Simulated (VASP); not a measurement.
# BAs in VASP: single point with PBEsol

Aim: the single point of BAs with PBEsol.

All numbers are computed with VASP 6.6.1; they aren't measurements. Logs are shortened: lines on timing, memory, paths and dates and some standing lists are left out, and cuts for length are marked.

## 1. The cell of the first run

The cell holds a sheet with vacuum, 2 atoms: a = 3.355 Å, b = 3.355 Å, c = 16.000 Å, α = 90.00°, β = 90.00°, γ = 120.00°.

## 2. Single point, PBEsol

Contents of INCAR:

```
SYSTEM = BAs
  PREC = Accurate
  ENCUT = 420
  EDIFF = 1E-6
  ISMEAR = 0
  SIGMA = 0.03
  LREAL = .FALSE.
  LASPH = .TRUE.
  NELM = 120
  ALGO = Normal
  ISIF = 2
  LWAVE = .FALSE.
  LCHARG = .TRUE.
  LDIPOL = .TRUE.
  IDIPOL = 3
  DIPOL = 0.5 0.5 0.500
  GGA = PS
  LELF = .TRUE.
  LVHAR = .TRUE.
  LVACPOTAV = .TRUE.
  NBANDS = 11
  GGA_COMPAT = .FALSE.
  NELMDL = -8
```

Contents of KPOINTS:

```
Automatic mesh
0
G
  12 12 1
  0 0 0
```

Contents of POSCAR:

```
BAs
1.0
    3.3554743964      0.0000000000      0.0000000000
   -1.6777371982      2.9059260690      0.0000000000
    0.0000000000      0.0000000000     16.0000000000
B As
1 1
Direct
    0.3333333333      0.6666666667      0.5000000000
    0.6666666667      0.3333333333      0.5000000000
```

Potentials or basis: VASP PAW PBE potentials, release 64 (B, As).

Command:

```
> cat potpaw_PBE.64/B/POTCAR potpaw_PBE.64/As/POTCAR > POTCAR
> mpirun -np 1 vasp_std > vasp.out
```

OUTCAR:

```text
SYSTEM = BAs
   PREC = Accurate
   ENCUT = 420
   EDIFF = 1E-6
   ISMEAR = 0
   LREAL = .FALSE.
   LASPH = .TRUE.
   NELM = 120
   ISIF = 2
   GGA = PS
   NELMDL = -8

 ion  position               nearest neighbor table
   1  0.333  0.667  0.500-   2 1.94   2 1.94   2 1.94
   2  0.667  0.333  0.500-   1 1.94   1 1.94   1 1.94

  LATTYP: Found a hexagonal cell.
 ALAT       =     3.3554743964
 C/A-ratio  =     4.7683272497

  Lattice vectors:

 A1 = (   3.3554743964,   0.0000000000,   0.0000000000)
 A2 = (  -1.6777371982,   2.9059260690,   0.0000000000)
 A3 = (   0.0000000000,   0.0000000000,  16.0000000000)

Analysis of symmetry for initial positions (statically):
=====================================================================
 Subroutine PRICEL returns:
 Original cell was already a primitive cell.

 Routine SETGRP: Setting up the symmetry group for a
 hexagonal supercell.

 Subroutine GETGRP returns: Found 12 space group operations
 (whereof 12 operations were pure point group operations)
 out of a pool of 24 trial point group operations.

The static configuration has the point symmetry D_3h.

Analysis of symmetry for dynamics (positions and initial velocities):
=====================================================================
 Subroutine PRICEL returns:
 Original cell was already a primitive cell.

 Routine SETGRP: Setting up the symmetry group for a
 hexagonal supercell.

 Subroutine GETGRP returns: Found 12 space group operations
 (whereof 12 operations were pure point group operations)
 out of a pool of 24 trial point group operations.

The dynamic configuration has the point symmetry D_3h.

 Subroutine INISYM returns: Found 12 space group operations
 (whereof 12 operations are pure point group operations),
 and found     1 'primitive' translations

----------------------------------------------------------------------------------------

                                     Primitive cell

  volume of cell :     156.0122

  direct lattice vectors                    reciprocal lattice vectors
     3.355474396  0.000000000  0.000000000     0.298020453  0.172062189  0.000000000
    -1.677737198  2.905926069  0.000000000     0.000000000  0.344124378  0.000000000
     0.000000000  0.000000000 16.000000000     0.000000000  0.000000000  0.062500000

  length of vectors
     3.355474396  3.355474396 16.000000000     0.344124378  0.344124378  0.062500000

  position of ions in fractional coordinates (direct lattice)
     0.333333333  0.666666667  0.500000000
     0.666666667  0.333333333  0.500000000

  ion indices of the primitive-cell ions
   primitive index   ion index
                 1           1
                 2           2

----------------------------------------------------------------------------------------

 KPOINTS: Automatic mesh

Automatic generation of k-mesh.
 Grid dimensions read from file:
 generate k-points for:   12   12    1

 Generating k-lattice:

  Cartesian coordinates                     Fractional coordinates (reciprocal lattice)
     0.024835038  0.014338516  0.000000000     0.083333333  0.000000000  0.000000000
     0.000000000  0.028677031  0.000000000     0.000000000  0.083333333  0.000000000
     0.000000000  0.000000000  0.062500000     0.000000000  0.000000000  1.000000000

  Length of vectors
     0.028677031  0.028677031  0.062500000

  Shift w.r.t. Gamma in fractional coordinates (k-lattice)
     0.000000000  0.000000000  0.000000000

 Subroutine IBZKPT returns following result:
 ===========================================

 Found     19 irreducible k-points:

 Following reciprocal coordinates:
            Coordinates               Weight
  0.000000  0.000000  0.000000      1.000000
  0.083333 -0.000000  0.000000      6.000000
  0.166667  0.000000  0.000000      6.000000
  0.250000  0.000000  0.000000      6.000000
  0.333333  0.000000  0.000000      6.000000
  0.416667  0.000000  0.000000      6.000000
[... 11 lines left out ...]
  0.333333  0.250000  0.000000     12.000000
  0.333333  0.333333  0.000000      2.000000
   k-points           NKPTS =     19   k-points in BZ     NKDIM =     19   number of bands    NBANDS=     11
   number of dos      NEDOS =    301   number of ions     NIONS =      2
   total plane-waves  NPLWV =  62208
   dimension x,y,z NGX =    24 NGY =   24 NGZ =  108
   dimension x,y,z NGXF=    48 NGYF=   48 NGZF=  216
   ions per type =               1   1
   NGX,Y,Z   is equivalent  to a cutoff of  11.89, 11.89, 11.22 a.u.
   NGXF,Y,Z  is equivalent  to a cutoff of  23.78, 23.78, 22.44 a.u.
 SYSTEM =  BAs
   PREC   = accura    normal or accurate (medium, high low for compatibility)
   ISTART =      0    job   : 0-new  1-cont  2-samecut
   ICHARG =      2    charge: 1-file 2-atom 10-const
   ISPIN  =      1    spin polarized calculation?
   LNONCOLLINEAR =      F non collinear calculations
   LSORBIT =      F    spin-orbit coupling
   LASPH  =      T    aspherical Exc in radial PAW
   ENCUT  =  420.0 eV  30.87 Ry    5.56 a.u.   5.61  5.61 26.74*2*pi/ulx,y,z
   NELM   =    120;   NELMIN=  2; NELMDL= -8     # of ELM steps
   EDIFF  = 0.1E-05   stopping-criterion for ELM
   LREAL  =      F    real-space projection
   EDIFFG = 0.1E-04   stopping-criterion for IOM
   NSW    =      0    number of steps for IOM
   IBRION =     -1    ionic relax: 0-MD 1-quasi-New 2-CG
   NFREE  =      0    steps in history (QN), initial steepest desc. (CG)
   ISIF   =      2    stress and relaxation
   ISYM   =      2    0-nonsym 1-usesym 2-fastsym
   POTIM  = 0.5000    time-step for ionic-motion
   TEBEG  =    0.0;   TEEND  =   0.0 temperature during run
   PSTRESS=    0.0 pullay stress
   NELECT =       8.0000    total number of electrons
   NUPDOWN=      -1.0000    fix difference up-down
   EMIN   =  10.00;   EMAX   =-10.00  energy-range for DOS
   EFERMI =   0.00;   METHOD = LEGACY
   ISMEAR =     0;   SIGMA  =   0.03  broadening in eV -4-tet -1-fermi 0-gaus
   EFERMI_NEDOS =   21; number of points for ismear=-14 and -15
   IALGO  =     38    algorithm
   IMIX   =      4    mixing-type and parameters
     AMIX     =   0.40;   BMIX     =  1.00
     AMIX_MAG =   1.60;   BMIX_MAG =  1.00
  volume/ion in A,a.u.               =      78.01       526.41
  Fermi-wavevector in a.u.,A,eV,Ry     =   0.608208  1.149346  5.033023  0.369917
  Thomas-Fermi vector in A             =   1.662953
   LORBIT       =      0    0 simple, 1 ext, 2 COOP (PROOUT), +10 PAW based schemes
   GGA     = PS    functional components
   LHFCALC =     F    Hartree Fock is set to
   AEXX    =    0.0000 exact exchange contribution
   IVDW    =     0    specifies the selected vdW correction
   LEPSILON=     F    determine dielectric tensor
   LRPA    =     F    only Hartree local field effects (RPA)
 non-spin polarized calculation
 Gauss-broadening in eV      SIGMA  =   0.03
  energy-cutoff  :      420.00
  volume of cell :      156.01
 maximum number of plane-waves:      3091
 NGX is ok and might be reduce to    24
   NGX = 11   NGY = 11   NGZ = 53

 dipolmoment           0.000000      0.000000     -0.000000 electrons x Angstroem

 number of electron       8.0000000 magnetization

 dipolmoment           0.000000      0.000000      0.000000 electrons x Angstroem

 Free energy of the ion-electron system (eV)
  ---------------------------------------------------
  ext. energy  EPLUGINS =         0.00000000
  ---------------------------------------------------
  free energy    TOTEN  =       -11.24749602 eV

  energy without entropy =      -11.24749602  energy(sigma->0) =      -11.24749602

 E-fermi :  -2.9444     XC(G=0):  -2.6890

 val. band max:       -3.0869288467   @ k =   0.3333   0.3333   0.0000
 cond. band min:      -2.3558688855   @ k =   0.3333   0.3333   0.0000
 fundamental gap:      0.7310599612
 Fermi energy:        -2.9444491372

 k-point     1 :       0.0000    0.0000    0.0000
  band No.  band energies     occupation
      1     -17.0409      2.00000
      2      -7.1346      2.00000
      3      -4.5758      2.00000
      4      -4.5758      2.00000
      5       0.6077      0.00000
      6       1.0348      0.00000
      7       1.7593      0.00000
      8       1.7888      0.00000
      9       1.7888      0.00000
     10       2.1658      0.00000
     11       3.9113      0.00000

 k-point     2 :       0.0833   -0.0000    0.0000
  band No.  band energies     occupation
      1     -16.9426      2.00000
      2      -7.0231      2.00000
      3      -5.2108      2.00000
      4      -4.7947      2.00000
      5       0.7266      0.00000
      6       1.0775      0.00000
      7       1.8775      0.00000
      8       2.1376      0.00000
      9       2.2220      0.00000
     10       2.3044      0.00000
     11       3.9130      0.00000

 k-point     3 :       0.1667    0.0000    0.0000
  band No.  band energies     occupation
      1     -16.6511      2.00000
      2      -6.6918      2.00000
      3      -6.6043      2.00000
      4      -5.3001      2.00000
      5       0.6809      0.00000
      6       1.1021      0.00000
      7       2.2173      0.00000
      8       2.6448      0.00000
      9       3.1355      0.00000
     10       3.3643      0.00000
     11       3.4162      0.00000

 k-point     4 :       0.2500    0.0000    0.0000
  band No.  band energies     occupation
      1     -16.1790      2.00000
      2      -8.1769      2.00000
      3      -6.1518      2.00000
      4      -5.8535      2.00000
      5       0.2026      0.00000
      6       1.6894      0.00000
      7       1.6896      0.00000
      8       2.8773      0.00000
      9       3.2589      0.00000
     10       4.8419      0.00000
     11       5.0697      0.00000

 k-point     5 :       0.3333    0.0000    0.0000
  band No.  band energies     occupation
      1     -15.5620      2.00000
      2      -9.6626      2.00000
      3      -6.3110      2.00000
      4      -5.4328      2.00000
      5      -0.1952      0.00000
      6       0.2497      0.00000
      7       2.5108      0.00000
      8       3.6853      0.00000
      9       4.1133      0.00000
     10       5.8024      0.00000
     11       5.9140      0.00000
[... 141 lines left out ...]
 k-point    16 :       0.4167    0.1667    0.0000
  band No.  band energies     occupation
      1     -14.3661      2.00000
      2     -11.1965      2.00000
      3      -8.0414      2.00000
      4      -3.8283      2.00000
      5      -1.7892      0.00000
      6       1.4481      0.00000
      7       4.2416      0.00000
      8       4.7293      0.00000
      9       5.4303      0.00000
     10       6.4783      0.00000
     11       6.7661      0.00000

 k-point    17 :       0.2500    0.2500    0.0000
  band No.  band energies     occupation
      1     -14.7171      2.00000
      2     -10.4166      2.00000
      3      -8.3673      2.00000
      4      -4.3622      2.00000
      5      -1.0001      0.00000
      6       2.7314      0.00000
      7       3.7673      0.00000
      8       3.9202      0.00000
      9       4.4793      0.00000
     10       5.3888      0.00000
     11       5.4786      0.00000

 k-point    18 :       0.3333    0.2500    0.0000
  band No.  band energies     occupation
      1     -14.2454      2.00000
      2     -10.9589      2.00000
      3      -8.8272      2.00000
      4      -3.5995      2.00000
      5      -1.8695      0.00000
      6       2.9869      0.00000
      7       3.5523      0.00000
      8       4.7531      0.00000
      9       5.5822      0.00000
     10       6.4356      0.00000
     11       6.6812      0.00000

 k-point    19 :       0.3333    0.3333    0.0000
  band No.  band energies     occupation
      1     -14.0573      2.00000
      2     -11.0048      2.00000
      3      -9.2205      2.00000
      4      -3.0869      2.00000
      5      -2.3559      0.00000
      6       3.2429      0.00000
      7       3.6782      0.00000
      8       5.4051      0.00000
      9       6.2012      0.00000
     10       6.6087      0.00000
     11       7.0642      0.00000

------------------------ aborting loop because EDIFF is reached ----------------------------------------

  FORCE on cell =-STRESS in cart. coord.  units (eV):
  Direction    XX          YY          ZZ          XY          YZ          ZX
  --------------------------------------------------------------------------------------
  -------------------------------------------------------------------------------------
  Total        0.4641392      0.4641392     -0.0062295      0.0000000      0.0000000     -0.0000000
  in kB        4.7665079      4.7665079     -0.0639745      0.0000000      0.0000000     -0.0000000
  external PRESSURE =       3.1563471 kB  Pullay stress =       0.0000000 kB

 VOLUME and BASIS-vectors are now :
 -----------------------------------------------------------------------------
  energy-cutoff  :      420.00
  volume of cell :      156.01
      direct lattice vectors                 reciprocal lattice vectors
     3.355474396  0.000000000  0.000000000     0.298020453  0.172062189  0.000000000
    -1.677737198  2.905926069  0.000000000     0.000000000  0.344124378  0.000000000
     0.000000000  0.000000000 16.000000000     0.000000000  0.000000000  0.062500000

 POSITION                                       TOTAL-FORCE (eV/Angst)
 -----------------------------------------------------------------------------------
     -0.00000      1.93728      8.00000         0.000000      0.000000      0.000000
      1.67774      0.96864      8.00000        -0.000000     -0.000000      0.000000
 -----------------------------------------------------------------------------------
    total drift:                                0.000000     -0.000000      0.000000

  FREE ENERGIE OF THE ION-ELECTRON SYSTEM (eV)
  ---------------------------------------------------
  free  energy   TOTEN  =       -11.2474960210 eV

  energy  without entropy=      -11.2474960210  energy(sigma->0) =      -11.24749602

 vacuum level on the upper side and lower side of the slab         1.856         1.856
```

It took 24 s on 1 thread of AMD EPYC 9R45 (Zen 5), shared host; peak memory 0.2 GiB.

What came out:

* Free energy: -11.2475 eV
* Band gap on the k mesh: 0.73 eV

Caveat: the PAW data sets were made with another functional, which shifts forces and pressure a little.
